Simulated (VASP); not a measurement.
# SiBi2Te5 (Pbam) in VASP: single point with PBE

Aim: the single point of SiBi2Te5 with PBE.

All numbers are computed with VASP 6.6.1; they aren't measurements. Logs are shortened: lines on timing, memory, paths and dates and some standing lists are left out, and cuts for length are marked.

## Step 1: The cell of the first run

The structure is orthorhombic, space group Pbam (No. 55). The conventional cell has a = 9.282 Å, b = 13.294 Å, c = 4.245 Å, α = 90.00°, β = 90.00°, γ = 90.00°. Si (site symmetry 2/m) has 6 Te at 2.77 to 2.83 Å within 3.7 Å. Within 4.3 Å of Bi (site symmetry m) lie 8 Te at 2.94 to 4.03 Å and 2 Si at 4.09 Å and 2 Bi at 4.25 Å. Te (site symmetry m) has 1 Si at 2.77 Å and 4 Bi at 3.06 to 4.03 Å and 10 Te at 3.82 to 4.51 Å within 4.6 Å. Within 4.4 Å of Te (site symmetry m) lie 2 Si at 2.83 Å and 2 Bi at 2.94 to 4.02 Å and 11 Te at 3.74 to 4.34 Å. Te (site symmetry 2/m) has 4 Bi at 3.23 Å and 8 Te at 3.74 to 4.25 Å within 4.3 Å.

## Step 2: Single point, PBE

The input, INCAR:

```
SYSTEM = SiBi2Te5
PREC = Accurate
ENCUT = 520
EDIFF = 1E-6
ISMEAR = 0
SIGMA = 0.2
LREAL = Auto
LASPH = .TRUE.
NELM = 80
ALGO = Normal
ISIF = 2
LWAVE = .FALSE.
LCHARG = .TRUE.
GGA = PE
LELF = .TRUE.
LVHAR = .TRUE.
NBANDS = 78
```

The input, KPOINTS:

```
Automatic mesh
0
G
  2 2 4
  0 0 0
```

The input, POSCAR:

```
SiBi2Te5
1.0
    9.2819888120      0.0000000000      0.0000000000
    0.0000000000     13.2942988299      0.0000000000
    0.0000000000      0.0000000000      4.2453032596
Si Bi Te
2 4 10
Direct
    0.5000000000      0.5000000000      0.0000000000
    0.0000000000      0.0000000000      0.0000000000
    0.6767367275      0.8646890341      0.5000000000
    0.3232632725      0.1353109659      0.5000000000
    0.1767367275      0.6353109659      0.5000000000
    0.8232632725      0.3646890341      0.5000000000
    0.3973189027      0.6959102970      0.0000000000
    0.6026810973      0.3040897030      0.0000000000
    0.6809001899      0.5625762509      0.5000000000
    0.3190998101      0.4374237491      0.5000000000
    0.8973189027      0.8040897030      0.0000000000
    0.1026810973      0.1959102970      0.0000000000
    0.1809001899      0.9374237491      0.5000000000
    0.8190998101      0.0625762509      0.5000000000
    0.5000000000      0.0000000000      0.0000000000
    0.0000000000      0.5000000000      0.0000000000
```

Potentials or basis: VASP PAW PBE potentials, release 64 (Si, Bi_d, Te).

Command:

```bash
$ cat potpaw_PBE.64/Si/POTCAR potpaw_PBE.64/Bi_d/POTCAR potpaw_PBE.64/Te/POTCAR > POTCAR
$ mpirun -np 1 vasp_std > vasp.out
```

OUTCAR:

```text
SYSTEM = SiBi2Te5
   PREC = Accurate
   ENCUT = 520
   EDIFF = 1E-6
   ISMEAR = 0
   LREAL = Auto
   LASPH = .TRUE.
   NELM = 80
   ISIF = 2
   GGA = PE

 ion  position               nearest neighbor table
   1  0.500  0.500  0.000-   7 2.77   8 2.77   9 2.83  10 2.83   9 2.83  10 2.83
   2  0.000  0.000  0.000-  11 2.77  12 2.77  13 2.83  14 2.83  13 2.83  14 2.83
   3  0.677  0.865  0.500-  14 2.94  11 3.06  11 3.06  15 3.23  15 3.23
   4  0.323  0.135  0.500-  13 2.94  12 3.06  12 3.06  15 3.23  15 3.23
   5  0.177  0.635  0.500-  10 2.94   7 3.06   7 3.06  16 3.23  16 3.23
   6  0.823  0.365  0.500-   9 2.94   8 3.06   8 3.06  16 3.23  16 3.23
   7  0.397  0.696  0.000-   1 2.77   5 3.06   5 3.06
   8  0.603  0.304  0.000-   1 2.77   6 3.06   6 3.06
   9  0.681  0.563  0.500-   1 2.83   1 2.83   6 2.94
  10  0.319  0.437  0.500-   1 2.83   1 2.83   5 2.94
  11  0.897  0.804  0.000-   2 2.77   3 3.06   3 3.06
  12  0.103  0.196  0.000-   2 2.77   4 3.06   4 3.06
  13  0.181  0.937  0.500-   2 2.83   2 2.83   4 2.94
  14  0.819  0.063  0.500-   2 2.83   2 2.83   3 2.94
  15  0.500  0.000  0.000-   3 3.23   4 3.23   3 3.23   4 3.23
  16  0.000  0.500  0.000-   5 3.23   6 3.23   5 3.23   6 3.23

  LATTYP: Found a simple orthorhombic cell.
 ALAT       =     4.2453032596
 B/A-ratio  =     2.1864136069
 C/A-ratio  =     3.1315310160

  Lattice vectors:

 A1 = (   0.0000000000,   0.0000000000,   4.2453032596)
 A2 = (   9.2819888120,   0.0000000000,   0.0000000000)
 A3 = (   0.0000000000,  13.2942988299,   0.0000000000)

Analysis of symmetry for initial positions (statically):
=====================================================================
 Subroutine PRICEL returns:
 Original cell was already a primitive cell.

 Routine SETGRP: Setting up the symmetry group for a
 simple orthorhombic supercell.

 Subroutine GETGRP returns: Found  8 space group operations
 (whereof  4 operations were pure point group operations)
 out of a pool of  8 trial point group operations.

The static configuration has the point symmetry C_2h.
 The point group associated with its full space group is D_2h.

Analysis of symmetry for dynamics (positions and initial velocities):
=====================================================================
 Subroutine PRICEL returns:
[... 127 lines left out ...]
   EDIFFG = 0.1E-04   stopping-criterion for IOM
   NSW    =      0    number of steps for IOM
   IBRION =     -1    ionic relax: 0-MD 1-quasi-New 2-CG
   NFREE  =      0    steps in history (QN), initial steepest desc. (CG)
   ISIF   =      2    stress and relaxation
   ISYM   =      2    0-nonsym 1-usesym 2-fastsym
   POTIM  = 0.5000    time-step for ionic-motion
   TEBEG  =    0.0;   TEEND  =   0.0 temperature during run
   PSTRESS=    0.0 pullay stress
   NELECT =     128.0000    total number of electrons
   NUPDOWN=      -1.0000    fix difference up-down
   EMIN   =  10.00;   EMAX   =-10.00  energy-range for DOS
   EFERMI =   0.00;   METHOD = LEGACY
   ISMEAR =     0;   SIGMA  =   0.20  broadening in eV -4-tet -1-fermi 0-gaus
   EFERMI_NEDOS =   21; number of points for ismear=-14 and -15
   IALGO  =     38    algorithm
   IMIX   =      4    mixing-type and parameters
     AMIX     =   0.40;   BMIX     =  1.00
     AMIX_MAG =   1.60;   BMIX_MAG =  1.00
  volume/ion in A,a.u.               =      32.74       220.95
  Fermi-wavevector in a.u.,A,eV,Ry     =   1.023465  1.934069 14.251845  1.047481
  Thomas-Fermi vector in A             =   2.157200
   LORBIT       =      0    0 simple, 1 ext, 2 COOP (PROOUT), +10 PAW based schemes
   GGA     = PE    functional components
   LHFCALC =     F    Hartree Fock is set to
   AEXX    =    0.0000 exact exchange contribution
   IVDW    =     0    specifies the selected vdW correction
   LEPSILON=     F    determine dielectric tensor
   LRPA    =     F    only Hartree local field effects (RPA)
 non-spin polarized calculation
 Gauss-broadening in eV      SIGMA  =   0.20
  energy-cutoff  :      520.00
  volume of cell :      523.86
 maximum number of plane-waves:     14164
 NGX is ok and might be reduce to    70
   NGX = 35   NGY = 49   NGZ = 15

 number of electron     128.0000030 magnetization

 Free energy of the ion-electron system (eV)
  ---------------------------------------------------
  ext. energy  EPLUGINS =         0.00000000
  ---------------------------------------------------
  free energy    TOTEN  =       -58.28410725 eV

  energy without entropy =      -58.16452144  energy(sigma->0) =      -58.22431434

 E-fermi :   5.9445     XC(G=0):  -9.1900

 val. band max:        5.8303927486   @ k =   0.0000   0.0000   0.2500
 cond. band min:       5.9510873178   @ k =   0.0000   0.5000   0.0000
 fundamental gap:      0.1206945692
 Fermi energy:         5.9444843191

 k-point     1 :       0.0000    0.0000    0.0000
  band No.  band energies     occupation
      1     -17.4398      2.00000
      2     -17.4396      2.00000
      3     -17.4396      2.00000
      4     -17.4396      2.00000
      5     -17.4270      2.00000
      6     -17.4270      2.00000
[... 937 lines left out ...]
     75       8.8090      0.00000
     76       8.8090      0.00000
 [bands above 76 left out]

------------------------ aborting loop because EDIFF is reached ----------------------------------------

  FORCE on cell =-STRESS in cart. coord.  units (eV):
  Direction    XX          YY          ZZ          XY          YZ          ZX
  --------------------------------------------------------------------------------------
  -------------------------------------------------------------------------------------
  Total        0.3847932      0.4176075     -0.1622738     -0.0000000      0.0000000      0.0000000
  in kB        1.1768545      1.2772141     -0.4962995     -0.0000000      0.0000000      0.0000000
  external PRESSURE =       0.6525897 kB  Pullay stress =       0.0000000 kB

 VOLUME and BASIS-vectors are now :
 -----------------------------------------------------------------------------
  energy-cutoff  :      520.00
  volume of cell :      523.86
      direct lattice vectors                 reciprocal lattice vectors
     9.281988812  0.000000000  0.000000000     0.107735532  0.000000000  0.000000000
     0.000000000 13.294298830  0.000000000     0.000000000  0.075220214  0.000000000
     0.000000000  0.000000000  4.245303260     0.000000000  0.000000000  0.235554432

 POSITION                                       TOTAL-FORCE (eV/Angst)
 -----------------------------------------------------------------------------------
      4.64099      6.64715      0.00000         0.000000      0.000000      0.000000
      0.00000      0.00000      0.00000         0.000000      0.000000      0.000000
      6.28146     11.49543      2.12265        -0.000927     -0.035429      0.000000
      3.00053      1.79886      2.12265         0.000927      0.035429      0.000000
      1.64047      8.44601      2.12265        -0.000927      0.035429      0.000000
      7.64152      4.84828      2.12265         0.000927     -0.035429      0.000000
[... 8 lines left out ...]
      4.64099      0.00000      0.00000         0.000000      0.000000      0.000000
      0.00000      6.64715      0.00000         0.000000      0.000000      0.000000
 -----------------------------------------------------------------------------------
    total drift:                                0.000000      0.000000      0.000000

  FREE ENERGIE OF THE ION-ELECTRON SYSTEM (eV)
  ---------------------------------------------------
  free  energy   TOTEN  =       -58.2841072525 eV

  energy  without entropy=      -58.1645214356  energy(sigma->0) =      -58.22431434
```

OSZICAR:

```text
N       E                     dE             d eps       ncg     rms          rms(c)
DAV:   1     0.110383401825E+04    0.11038E+04   -0.54327E+04  1872   0.150E+03
DAV:   2     0.778114883527E+02   -0.10260E+04   -0.98855E+03  2064   0.358E+02
DAV:   3    -0.519831144309E+02   -0.12979E+03   -0.12497E+03  2282   0.147E+02
DAV:   4    -0.588332759351E+02   -0.68502E+01   -0.67496E+01  2130   0.343E+01
DAV:   5    -0.592552815491E+02   -0.42201E+00   -0.42119E+00  2752   0.850E+00    0.150E+01
DAV:   6    -0.583083494988E+02    0.94693E+00   -0.16784E+00  2328   0.499E+00    0.940E+00
DAV:   7    -0.583145808738E+02   -0.62314E-02   -0.11686E+00  2312   0.304E+00    0.137E+00
DAV:   8    -0.582807999782E+02    0.33781E-01   -0.24351E-01  2202   0.201E+00    0.105E+00
DAV:   9    -0.582837052972E+02   -0.29053E-02   -0.25698E-02  2312   0.509E-01    0.335E-01
DAV:  10    -0.582840659863E+02   -0.36069E-03   -0.18791E-03  2722   0.139E-01    0.165E-01
DAV:  11    -0.582841203137E+02   -0.54327E-04   -0.67524E-04  2448   0.132E-01    0.471E-02
DAV:  12    -0.582841099174E+02    0.10396E-04   -0.11159E-04  2096   0.445E-02    0.364E-02
DAV:  13    -0.582841100726E+02   -0.15519E-06   -0.24202E-05  2448   0.188E-02    0.234E-02
DAV:  14    -0.582841081714E+02    0.19012E-05   -0.48851E-06  1856   0.716E-03    0.662E-03
DAV:  15    -0.582841072525E+02    0.91890E-06   -0.10160E-06  1216   0.391E-03
   1 F= -.58284107E+02 E0= -.58224314E+02  d E =-.119586E+00
```

stdout:

```text
POSCAR found type information on POSCAR SiBiTe
 POSCAR found :  3 types and      16 ions
 scaLAPACK will be used
 LDA part: xc-table for (Slater+PW92), standard interpolation
 POSCAR, INCAR and KPOINTS ok, starting setup
 FFT: planning ... GRIDC
 FFT: planning ... GRID_SOFT
 FFT: planning ... GRID
 WAVECAR not read
 entering main loop
```

It took 20 min on 1 thread of Intel Xeon 8259CL, shared host; peak memory 0.68 GiB.

What came out:

```
Free energy            : -58.2841 eV
Pressure               : 0.1 GPa
Largest force          : 0.043 eV/Å
Band gap on the k mesh : zero (bands 64 and 65 overlap by 0.53 eV)
```

Forces on the atoms (eV/Å):
```
Si   0.000  0.000  0.000
Si   0.000  0.000  0.000
Bi  -0.001 -0.035  0.000
Bi   0.001  0.035  0.000
Bi  -0.001  0.035  0.000
Bi   0.001 -0.035  0.000
Te  -0.036 -0.010  0.000
Te   0.036  0.010  0.000
Te  -0.036  0.025  0.000
Te   0.036 -0.025  0.000
Te  -0.036  0.010  0.000
Te   0.036 -0.010  0.000
Te  -0.036 -0.025  0.000
Te   0.036  0.025  0.000
Te   0.000  0.000  0.000
Te   0.000  0.000  0.000
```

Stress tensor (GPa, compression positive):
```
 0.12  0.00  0.00
 0.00  0.13  0.00
 0.00  0.00 -0.05
```

Levels at points of the mesh, in eV from the Fermi level:
| k point | band 61 | band 62 | band 63 | band 64 | band 65 | band 66 | band 67 | band 68 |
| --- | --- | --- | --- | --- | --- | --- | --- | --- |
| (0.00, 0.00, 0.00) | -0.99 | -0.81 | -0.75 | -0.54 | -0.24 | 0.07 | 1.04 | 1.17 |
| (0.50, 0.00, 0.00) | -0.70 | -0.70 | -0.48 | -0.48 | 0.26 | 0.26 | 0.60 | 0.60 |
| (0.00, 0.50, 0.00) | -0.90 | -0.90 | -0.33 | -0.33 | 0.01 | 0.01 | 0.70 | 0.70 |
| (0.50, 0.50, 0.00) | -0.62 | -0.62 | -0.48 | -0.48 | 0.31 | 0.31 | 0.85 | 0.85 |
| (0.00, 0.00, 0.50) | -1.06 | -1.04 | -0.99 | -0.75 | -0.49 | 0.23 | 0.49 | 0.73 |
| (0.50, 0.00, 0.50) | -0.84 | -0.84 | -0.24 | -0.24 | 0.19 | 0.19 | 0.85 | 0.85 |
| (0.00, 0.50, 0.50) | -1.18 | -1.18 | -0.95 | -0.95 | 0.14 | 0.14 | 0.75 | 0.75 |
| (0.50, 0.50, 0.50) | -0.54 | -0.54 | -0.16 | -0.16 | 0.86 | 0.86 | 0.99 | 0.99 |

Caveat: the k points lie up to 0.37 Å⁻¹ apart, too coarse for converged energies and pressures of a metal; spin-orbit coupling is left out, which moves the levels of the heavy elements.

The gap in the log of VASP goes by the Fermi energy; the results here count the filled bands.